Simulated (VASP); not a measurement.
# TaAs (I4_1md) in VASP: further runs

TaAs is run at these levels: PBE; tasks: single point, relaxation of cell and atoms.

Everything below comes from runs of VASP 6.6.1. Logs are shortened: lines on timing, memory, paths and dates and some standing lists are left out, and cuts for length are marked.

## Step 1: The cell of the first run

The structure is tetragonal, space group I4_1md (No. 109). Conventional cell: a = 3.463 Å, b = 3.463 Å, c = 11.736 Å, α = 90.00°, β = 90.00°, γ = 90.00°. Ta (site symmetry 2mm) has 6 As at 2.62 to 2.63 Å and 8 Ta at 3.41 to 3.46 Å within 3.5 Å. As (site symmetry 2mm) has 6 Ta at 2.62 to 2.63 Å and 8 As at 3.41 to 3.46 Å within 3.5 Å.

## Step 2: Single point, PBE, collinear spin

INCAR

```
PREC = Accurate
ENCUT = 500
EDIFF = 1E-6
ISMEAR = 0
SIGMA = 0.05
LREAL = F
LASPH = T
NELM = 200
ALGO = Normal
ISIF = 2
LWAVE = F
LCHARG = T
ISPIN = 2
MAGMOM = 1 1 1 1 0 0 0 0
LORBIT = 11
LMAXMIX = 4
GGA = PE
LVHAR = T
NBANDS = 46
GGA_COMPAT = F
KPAR = 4
```

KPOINTS

```
regular mesh
0
Gamma
  10 10 4
```

POSCAR

```
TaAs
1.0
    3.4627055897      0.0000000000      0.0000000000
    0.0000000000      3.4627055897      0.0000000000
    0.0000000000      0.0000000000     11.7361814057
Ta As
4 4
Direct
    0.5000000000      0.0000000000      0.5001693557
    0.0000000000      0.0000000000      0.7501693557
    1.0000000000      0.5000000000      1.0001693557
    0.5000000000      0.5000000000      1.2501693557
    0.5000000000      0.0000000000      0.0824300643
    0.0000000000      0.0000000000      0.3324300643
    1.0000000000      0.5000000000      0.5824300643
    0.5000000000      0.5000000000      0.8324300643
```

Potentials or basis: VASP PAW PBE potentials, release 64 (Ta_pv, As).

Started as:

```bash
$ cat potpaw_PBE.64/Ta_pv/POTCAR potpaw_PBE.64/As/POTCAR > POTCAR
$ mpirun -np 4 vasp_std > vasp.out
```

OUTCAR:

```text
PREC = Accurate
   ENCUT = 500
   EDIFF = 1E-6
   ISMEAR = 0
   LREAL = F
   LASPH = T
   NELM = 200
   ISIF = 2
   ISPIN = 2
   LORBIT = 11
   GGA = PE

 ion  position               nearest neighbor table
   1  0.500  0.000  0.500-   6 2.62   6 2.62   7 2.63   7 2.63   7 2.63   7 2.63   2 3.41   4 3.41
                             4 3.41   2 3.41
   2  0.000  0.000  0.750-   7 2.62   7 2.62   8 2.63   8 2.63   8 2.63   8 2.63   3 3.41   1 3.41
                             3 3.41   1 3.41
   3  0.000  0.500  0.000-   8 2.62   8 2.62   5 2.63   5 2.63   5 2.63   5 2.63   4 3.41   4 3.41
                             2 3.41   2 3.41
   4  0.500  0.500  0.250-   5 2.62   5 2.62   6 2.63   6 2.63   6 2.63   6 2.63   3 3.41   3 3.41
                             1 3.41   1 3.41
   5  0.500  0.000  0.082-   4 2.62   4 2.62   3 2.63   3 2.63   3 2.63   3 2.63
   6  0.000  0.000  0.332-   1 2.62   1 2.62   4 2.63   4 2.63   4 2.63   4 2.63
   7  0.000  0.500  0.582-   2 2.62   2 2.62   1 2.63   1 2.63   1 2.63   1 2.63
   8  0.500  0.500  0.832-   3 2.62   3 2.62   2 2.63   2 2.63   2 2.63   2 2.63

  LATTYP: Found a simple tetragonal cell.
 ALAT       =     3.4627055897
 C/A-ratio  =     3.3893096314

  Lattice vectors:

 A1 = (   3.4627055897,   0.0000000000,   0.0000000000)
 A2 = (   0.0000000000,   3.4627055897,   0.0000000000)
 A3 = (   0.0000000000,   0.0000000000,  11.7361814057)

Analysis of symmetry for initial positions (statically):
=====================================================================
 Subroutine PRICEL returns following result:

  LATTYP: Found a body centered tetragonal cell.
 ALAT       =     3.4627055897
 C/A-ratio  =     3.3893096314
[... 12 lines left out ...]
 Subroutine GETGRP returns: Found  8 space group operations
 (whereof  4 operations were pure point group operations)
 out of a pool of 16 trial point group operations.

The static configuration has the point symmetry C_2v.
 The point group associated with its full space group is C_4v.

Analysis of symmetry for dynamics (positions and initial velocities):
=====================================================================
 Subroutine PRICEL returns following result:

  LATTYP: Found a body centered tetragonal cell.
 ALAT       =     3.4627055897
 C/A-ratio  =     3.3893096314
[... 12 lines left out ...]
 Subroutine GETGRP returns: Found  8 space group operations
 (whereof  4 operations were pure point group operations)
 out of a pool of 16 trial point group operations.

The dynamic configuration has the point symmetry C_2v.
 The point group associated with its full space group is C_4v.

Analysis of structural, dynamic, and magnetic symmetry:
=====================================================================
 Subroutine PRICEL returns following result:

  LATTYP: Found a body centered tetragonal cell.
 ALAT       =     3.4627055897
 C/A-ratio  =     3.3893096314
[... 12 lines left out ...]
 Subroutine GETGRP returns: Found  8 space group operations
 (whereof  4 operations were pure point group operations)
 out of a pool of 16 trial point group operations.

The overall configuration has the point symmetry C_2v.
 The point group associated with its full space group is C_4v.

 Subroutine INISYM returns: Found  8 space group operations
 (whereof  4 operations are pure point group operations),
 and found     2 'primitive' translations

----------------------------------------------------------------------------------------

                                     Primitive cell

  volume of cell :      70.3603

  direct lattice vectors                    reciprocal lattice vectors
    -1.731352795  1.731352795  5.868090703     0.000000000  0.288791517  0.085206590
     1.731352795 -1.731352795  5.868090703     0.288791517  0.000000000  0.085206590
     1.731352795  1.731352795 -5.868090703     0.288791517  0.288791517  0.000000000

  length of vectors
     6.358431685  6.358431685  6.358431685     0.301099159  0.301099159  0.408412880

  position of ions in fractional coordinates (direct lattice)
     0.500169356  0.000169356  0.500000000
     0.750169356  0.750169356  0.000000000
     0.082430064  0.582430064  0.500000000
     0.332430064  0.332430064  0.000000000

  ion indices of the primitive-cell ions
   primitive index   ion index
                 1           1
                 2           2
                 3           5
[... 61 lines left out ...]
   NGX,Y,Z   is equivalent  to a cutoff of  13.44, 13.44, 12.75 a.u.
   NGXF,Y,Z  is equivalent  to a cutoff of  26.89, 26.89, 25.50 a.u.
 SYSTEM =  unknown system
   PREC   = accura    normal or accurate (medium, high low for compatibility)
   ISTART =      0    job   : 0-new  1-cont  2-samecut
   ICHARG =      2    charge: 1-file 2-atom 10-const
   ISPIN  =      2    spin polarized calculation?
   LNONCOLLINEAR =      F non collinear calculations
   LSORBIT =      F    spin-orbit coupling
   LASPH  =      T    aspherical Exc in radial PAW
   ENCUT  =  500.0 eV  36.75 Ry    6.06 a.u.   6.31  6.31 21.40*2*pi/ulx,y,z
   NELM   =    200;   NELMIN=  2; NELMDL= -5     # of ELM steps
   EDIFF  = 0.1E-05   stopping-criterion for ELM
   LREAL  =      F    real-space projection
   EDIFFG = 0.1E-04   stopping-criterion for IOM
   NSW    =      0    number of steps for IOM
   IBRION =     -1    ionic relax: 0-MD 1-quasi-New 2-CG
   NFREE  =      0    steps in history (QN), initial steepest desc. (CG)
   ISIF   =      2    stress and relaxation
   ISYM   =      2    0-nonsym 1-usesym 2-fastsym
   POTIM  = 0.5000    time-step for ionic-motion
   TEBEG  =    0.0;   TEEND  =   0.0 temperature during run
   PSTRESS=    0.0 pullay stress
   NELECT =      64.0000    total number of electrons
   NUPDOWN=      -1.0000    fix difference up-down
   EMIN   =  10.00;   EMAX   =-10.00  energy-range for DOS
   EFERMI =   0.00;   METHOD = LEGACY
   ISMEAR =     0;   SIGMA  =   0.05  broadening in eV -4-tet -1-fermi 0-gaus
   EFERMI_NEDOS =   21; number of points for ismear=-14 and -15
   IALGO  =     38    algorithm
   IMIX   =      4    mixing-type and parameters
     AMIX     =   0.40;   BMIX     =  1.00
     AMIX_MAG =   1.60;   BMIX_MAG =  1.00
  volume/ion in A,a.u.               =      17.59       118.70
  Fermi-wavevector in a.u.,A,eV,Ry     =   1.258970  2.379109 21.565321  1.585006
  Thomas-Fermi vector in A             =   2.392553
   LORBIT       =     11    0 simple, 1 ext, 2 COOP (PROOUT), +10 PAW based schemes
   GGA     = PE    functional components
   LHFCALC =     F    Hartree Fock is set to
   AEXX    =    0.0000 exact exchange contribution
   IVDW    =     0    specifies the selected vdW correction
   LEPSILON=     F    determine dielectric tensor
   LRPA    =     F    only Hartree local field effects (RPA)
 spin polarized calculation
 Gauss-broadening in eV      SIGMA  =   0.05
  energy-cutoff  :      500.00
  volume of cell :      140.72
 maximum number of plane-waves:      3600
 NGX is ok and might be reduce to    28

 number of electron      64.0000002 magnetization       0.0002213

 Free energy of the ion-electron system (eV)
  ---------------------------------------------------
  ext. energy  EPLUGINS =         0.00000000
  ---------------------------------------------------
  free energy    TOTEN  =       -70.22529923 eV

  energy without entropy =      -70.22484196  energy(sigma->0) =      -70.22507060

 E-fermi :   6.8299     XC(G=0): -11.8558

 val. band max:        6.7732885830   @ k =   0.3000   0.0000   0.2500
 cond. band min:       6.8652084087   @ k =   0.5000   0.0000   0.0000
 fundamental gap:      0.0919198257
 Fermi energy:         6.8299263492

 spin component 1

 k-point     1 :       0.0000    0.0000    0.0000
  band No.  band energies     occupation
      1     -28.1357      1.00000
      2     -28.1085      1.00000
      3     -28.1085      1.00000
      4     -28.1051      1.00000
      5     -28.1051      1.00000
      6     -28.0223      1.00000
[... 1117 lines left out ...]
     43      10.2207      0.00000
     44      10.5610      0.00000

 [... further k-points ...]

 spin component 2

 k-point     1 :       0.0000    0.0000    0.0000
  band No.  band energies     occupation
      1     -28.1357      1.00000
      2     -28.1085      1.00000
      3     -28.1085      1.00000
      4     -28.1051      1.00000
      5     -28.1051      1.00000
      6     -28.0223      1.00000
[... 1117 lines left out ...]
     43      10.2207      0.00000
     44      10.5611      0.00000

 [... further k-points ...]

 [bands above 44 left out]

------------------------ aborting loop because EDIFF is reached ----------------------------------------

  FORCE on cell =-STRESS in cart. coord.  units (eV):
  Direction    XX          YY          ZZ          XY          YZ          ZX
  --------------------------------------------------------------------------------------
  -------------------------------------------------------------------------------------
  Total        0.3616192      0.3616192      0.4926343      0.0000000      0.0000000      0.0000000
  in kB        4.1172206      4.1172206      5.6088951      0.0000000      0.0000000      0.0000000
  external PRESSURE =       4.6144454 kB  Pullay stress =       0.0000000 kB

 VOLUME and BASIS-vectors are now :
 -----------------------------------------------------------------------------
  energy-cutoff  :      500.00
  volume of cell :      140.72
      direct lattice vectors                 reciprocal lattice vectors
     3.462705590  0.000000000  0.000000000     0.288791517  0.000000000  0.000000000
     0.000000000  3.462705590  0.000000000     0.000000000  0.288791517  0.000000000
     0.000000000  0.000000000 11.736181406     0.000000000  0.000000000  0.085206590

 POSITION                                       TOTAL-FORCE (eV/Angst)
 -----------------------------------------------------------------------------------
      1.73135      0.00000      5.87008        -0.000000     -0.000000      0.007227
      0.00000      0.00000      8.80412         0.000000      0.000000      0.007227
      0.00000      1.73135      0.00199        -0.000000     -0.000000      0.007227
      1.73135      1.73135      2.93603         0.000000      0.000000      0.007227
      1.73135      0.00000      0.96741         0.000000     -0.000000     -0.007227
      0.00000      0.00000      3.90146         0.000000     -0.000000     -0.007227
      0.00000      1.73135      6.83550         0.000000     -0.000000     -0.007227
      1.73135      1.73135      9.76955         0.000000     -0.000000     -0.007227
 -----------------------------------------------------------------------------------
    total drift:                                0.000000      0.000000      0.000041

  FREE ENERGIE OF THE ION-ELECTRON SYSTEM (eV)
  ---------------------------------------------------
  free  energy   TOTEN  =       -70.2252992317 eV

  energy  without entropy=      -70.2248419584  energy(sigma->0) =      -70.22507060

 total charge

# of ion       s       p       d       tot
------------------------------------------
    1        0.275   6.156   2.377   8.809
    2        0.275   6.156   2.377   8.809
    3        0.275   6.156   2.377   8.809
    4        0.275   6.156   2.377   8.809
    5        1.188   1.666   0.080   2.935
    6        1.188   1.666   0.080   2.935
    7        1.188   1.666   0.080   2.935
    8        1.188   1.666   0.080   2.935
--------------------------------------------------
tot          5.853  31.289   9.831  46.973

 magnetization (x)

# of ion       s       p       d       tot
------------------------------------------
    1       -0.000   0.000  -0.000  -0.000
    2       -0.000   0.000  -0.000  -0.000
    3       -0.000   0.000  -0.000  -0.000
    4       -0.000   0.000  -0.000  -0.000
    5       -0.000  -0.000   0.000  -0.000
    6       -0.000  -0.000   0.000  -0.000
    7       -0.000  -0.000   0.000  -0.000
    8       -0.000  -0.000   0.000  -0.000
--------------------------------------------------
tot         -0.000  -0.000  -0.000  -0.000
```

Run time: 3 min. Hardware: 4 MPI ranks of AMD EPYC 7R13 (Zen 3), shared host; peak memory 0.65 GiB.

What came out:

```yaml
Free_energy: -70.2253 eV
Pressure: 0.5 GPa
Largest_force: 0.007 eV/Å
Band_gap_on_the_k_mesh: 0.09 eV
Net_moment: 0.00 μB per cell
Valence_electrons_inside_the_program's_atomic_spheres: Ta 8.81; As 2.94
```

Forces in eV/Å, atoms in the order of the input:
```
Ta   0.000  0.000  0.007
Ta   0.000  0.000  0.007
Ta   0.000  0.000  0.007
Ta   0.000  0.000  0.007
As   0.000  0.000 -0.007
As   0.000  0.000 -0.007
As   0.000  0.000 -0.007
As   0.000  0.000 -0.007
```

Stress tensor (GPa, compression positive):
```
0.41 0.00 0.00
0.00 0.41 0.00
0.00 0.00 0.56
```

Caveat: spin-orbit coupling is left out, which moves the levels of the heavy elements. A k mesh can miss the band edges.

## Step 3: Relaxation of cell and atoms, PBE

This run uses another cell than the first one: it holds 4 atoms, not 8.

INCAR

```
SYSTEM = TaAs
PREC     = Accurate       ! precision mode
ENCUT    = 500            ! plane-wave cutoff, eV
EDIFF    = 1E-7           ! SCF threshold, eV
ISMEAR   = 0              ! smearing method
SIGMA    = 0.05           ! smearing width, eV
LREAL    = .False.        ! projectors in reciprocal space
LASPH    = .True.         ! aspherical terms in the spheres
NELM     = 120            ! most SCF steps
ALGO     = Normal         ! electronic algorithm
ISIF     = 3              ! what is computed and relaxed
LWAVE    = .False.        ! write WAVECAR
LCHARG   = .False.        ! write CHGCAR
GGA      = PE             ! functional
IBRION   = 2              ! ionic algorithm
NSW      = 50             ! ionic steps
EDIFFG   = -0.01          ! ionic threshold
GGA_COMPAT= .False.      
NELMIN   = 4
```

KPOINTS

```
regular mesh
0
Gamma
  16 16 16
  0 0 0
```

POSCAR

```
TaAs
1.0
   -1.7313527948      1.7313527948      5.8680907028
    1.7313527948     -1.7313527948      5.8680907028
    1.7313527948      1.7313527948     -5.8680907028
Ta As
2 2
Direct
    0.5001693557      1.0001693557      0.5000000000
    0.7501693557      0.7501693557      0.0000000000
    0.0824300643      0.5824300643      0.5000000000
    0.3324300643      0.3324300643      0.0000000000
```

Potentials or basis: VASP PAW PBE potentials, release 64 (Ta_pv, As).

Started as:

```bash
$ cat potpaw_PBE.64/Ta_pv/POTCAR potpaw_PBE.64/As/POTCAR > POTCAR
$ mpirun -np 1 vasp_std > vasp.out
```

It took 19 min on 1 thread of AMD EPYC 9R45 (Zen 5), shared host; peak memory 0.64 GiB.

Results (log left out):

```yaml
Free_energy: -35.1169 eV
Relaxed_volume: 17.63 Å³/atom
Relaxed_cell: a = 6.363 Å, b = 6.363 Å, c = 6.363 Å, α = 148.39°, β = 148.39°, γ = 45.31°
Space_group_after_relaxing_to_0.1_Å: I4_1md (No. 109)
Energy_gained_by_relaxing: 0.1 meV/atom
Ionic_steps: 3
Pressure_after_relaxing: 0.0 GPa
Band_gap_on_the_k_mesh: zero (bands 16 and 17 overlap by 0.06 eV)
```

The path:
| step | energy change (eV) | largest force (eV/Å) | pressure (GPa) | volume (Å³) |
| --- | --- | --- | --- | --- |
| 1 | 0.0000 | 0.0022 | 0.42 | 70.36 |
| 2 | 0.0006 | 0.0001 | -0.78 | 70.84 |
| 3 | -0.0002 | 0.0016 | 0.01 | 70.52 |

Final structure:
```xyz
4
Lattice="-1.7328 1.7328 5.8718 1.7328 -1.7328 5.8718 1.7328 1.7328 -5.8718" Properties=species:S:1:pos:R:3 pbc="T T T"
Ta    0.0000    1.7328    0.0020
Ta    0.0000    0.0000    8.8097
As    1.7328    0.0000    0.9680
As    0.0000    0.0000    3.9039
```

Levels at points of the mesh, in eV from the Fermi level:
| k point | band 14 | band 15 | band 16 | band 17 | band 18 | band 19 |
| --- | --- | --- | --- | --- | --- | --- |
| (0.00, 0.00, 0.00) | -1.90 | -1.64 | -1.64 | 0.86 | 1.53 | 2.30 |
| (0.50, 0.00, 0.00) | -2.29 | -1.54 | -0.26 | 0.11 | 1.35 | 2.21 |
| (0.50, 0.50, 0.00) | -3.17 | -1.13 | -1.13 | 2.72 | 2.72 | 3.00 |
| (0.50, 0.50, 0.50) | -2.75 | -0.96 | -0.96 | 1.18 | 1.18 | 2.25 |

Caveat: spin-orbit coupling is left out, which moves the levels of the heavy elements.
